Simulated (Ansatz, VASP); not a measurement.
## Ni in VASP and in Ansatz

```
CELL_PARAMETERS angstrom
-1.47042 1.47042 1.47042
1.47042 -1.47042 1.47042
1.47042 1.47042 -1.47042
ATOMIC_POSITIONS crystal
Ni 0.00000 0.00000 0.00000
```

Change from the starting cell: volume scaled by 1.2, LAPW.

Alike in both runs: task single point; functional LDA; k mesh 17 × 17 × 17; occupations fermi-dirac, width 0.05 eV; collinear spin.

```csv
,VASP,Ansatz
version,VASP 6.6.1,Ansatz 0.2.0
potentials or method,"VASP PAW LDA potentials, release 64 (Ni), cutoff 520 eV","all-electron LAPW, scalar-relativistic"
```

Ansatz gave:

- pressure (GPa): -32.3
- net moment per atom (μB): 0.62
- size of the moment on the site where the two differ most (μB): 0.64

Which values does VASP return?

Pressure (GPa): -31.9; net moment per atom (μB): 0.59; size of the moment on the site where the two differ most (μB): 0.60.

LDA's correlation is that of Perdew and Zunger in VASP and of Perdew and Wang (1992) in Ansatz. Site moments also hang on the region over which each program counts them. Both programs put the cell under strong tension, so it lies far from rest at this level. Ansatz ran all-electron here, and VASP with PAW potentials.

Noted on VASP's run: the cell as given lies far from equilibrium.
